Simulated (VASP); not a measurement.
## TiC: electric field gradients with PBEsol

Crystal: TiC.

```
CELL_PARAMETERS angstrom
0.00000 2.11982 2.11982
2.11982 0.00000 2.11982
2.11982 2.11982 0.00000
ATOMIC_POSITIONS crystal
Ti 0.00000 0.00000 0.00000
C 0.50000 0.50000 0.50000
```

```yaml
Program: VASP 6.6.1
Task: electric field gradients
Functional: PBEsol
Potentials_or_basis: VASP PAW PBE potentials, release 64 (Ti_sv, C)
Cutoff: 520 eV
k_mesh: 16 × 16 × 16
Occupations: fermi-dirac, width 0.03 eV
Spin: no spin polarisation
Dipole_correction: no
Further_INCAR_settings: ALGO = Normal; EDIFF = 1e-08; NBANDS = 15
```

```yaml
Pressure: 11.1 GPa
Band_gap_on_the_k_mesh: zero (bands 8 and 9 overlap by 1.10 eV)
Largest_electric_field_gradient_by_atom: under 0.05 V/Å² on every atom
```

Levels at points of the mesh, in eV from the Fermi level:
```tsv
k point	band 4	band 5	band 6	band 7	band 8	band 9	band 10	band 11	band 12	band 13
(0.00, 0.00, 0.00)	-32.22	-12.65	0.70	0.70	0.70	1.80	1.80	1.80	1.88	1.88
(0.50, 0.00, 0.00)	-32.28	-8.80	-6.16	-3.09	-3.09	3.20	3.20	4.50	8.54	8.87
(0.50, 0.50, 0.00)	-32.43	-10.31	-3.46	-1.86	0.05	0.05	2.99	3.87	3.87	6.51
```

Run time: 37 s on 1 thread of Intel Xeon 8259CL, on a shared host, peak memory 0.17 GiB.

Caveat: the cell stands under pressure; the PAW data sets were made with another functional, which shifts forces and pressure a little.
